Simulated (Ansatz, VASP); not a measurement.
**Two plane-wave programs on CaLa2Cd3**

The input INCAR:

```
PREC = Accurate
ENCUT = 600
EDIFF = 1E-6
ISMEAR = 0
SIGMA = 0.1
LREAL = False
LASPH = True
NELM = 60
ALGO = Fast
ISIF = 3
LWAVE = False
LCHARG = False
GGA = PE
IBRION = 2
NSW = 90
EDIFFG = -0.04
```

File KPOINTS:

```
Automatic mesh
0
Gamma
  3 3 3
```

File POSCAR:

```
CaLa2Cd3
1.0
    3.1470481000      1.8169490700      4.6268517000
   -3.1470481000      1.8169490700      4.6268517000
    0.0000000000     -3.6338981400      4.6268517000
Ca La Cd
1 2 3
Direct
    0.5000000000      0.5000000000      0.5000000000
    0.8720504600      0.8720504600      0.8720504600
    0.1279495400      0.1279495400      0.1279495400
    0.5000000000      0.5000000000      0.0000000000
    0.0000000000      0.5000000000      0.5000000000
    0.5000000000      0.0000000000      0.5000000000
```

Input for Ansatz:

```yaml
crystal:
  lattice:
    - [3.1470481, 1.81694907, 4.6268517]
    - [-3.1470481, 1.81694907, 4.6268517]
    - [0.0, -3.63389814, 4.6268517]
  atoms:
    - { symbol: Ca, position: [0.5, 0.5, 0.5] }
    - { symbol: La, position: [0.87205046, 0.87205046, 0.87205046] }
    - { symbol: La, position: [0.12794954, 0.12794954, 0.12794954] }
    - { symbol: Cd, position: [0.5, 0.5, 0.0] }
    - { symbol: Cd, position: [0.0, 0.5, 0.5] }
    - { symbol: Cd, position: [0.5, 0.0, 0.5] }
basis:
  ecutwfc: 420
kpoints:
  mp_grid: { grid: [3, 3, 3] }
hamiltonian:
  xc: pbe
scf:
  occupations: { method: gaussian, width: 0.1 }
  lower_state_search: "off"
output:
  forces: true
  stress: true
  eigenvalues: true
relax:
  adjacent_minimum: "off"
  f_tol: 0.04
  max_steps: 70
  cell: { stress_tol: 0.4 }
```

Change from the starting cell: species swapped into the Ca2GePd3 type (R-3m, No. 166).

Alike in both runs: task relaxation of cell and atoms; functional PBE; k mesh 3 × 3 × 3; occupations gaussian, width 0.1 eV; no spin polarisation.

|  | VASP | Ansatz |
| --- | --- | --- |
| version | VASP 6.6.1 | Ansatz 0.2.0 |
| potentials or method | VASP PAW PBE potentials, release 64 (Ca_sv, La, Cd), cutoff 600 eV | scalar-relativistic, plane waves, PAW |
| valence electrons in the cell | 68 | 92 |

```tsv
	VASP	Ansatz	Ansatz less VASP
gap on the k mesh at the Fermi level, each at its own relaxed structure (eV)	none	none	-
relaxed volume (Å³/atom)	29.30	29.30	+0.006
relaxed cell length with the largest relative difference (Å)	6.320	6.308	-0.0121
```

A gap of «none» marks a metal or a gap that the smearing closes. VASP's potentials hold 68 valence electrons a cell and Ansatz's 92, so a difference there can come from the potentials and not from the codes.

The k mesh is coarse, so the values compare programs but aren't converged. Neither program's run includes spin-orbit coupling.
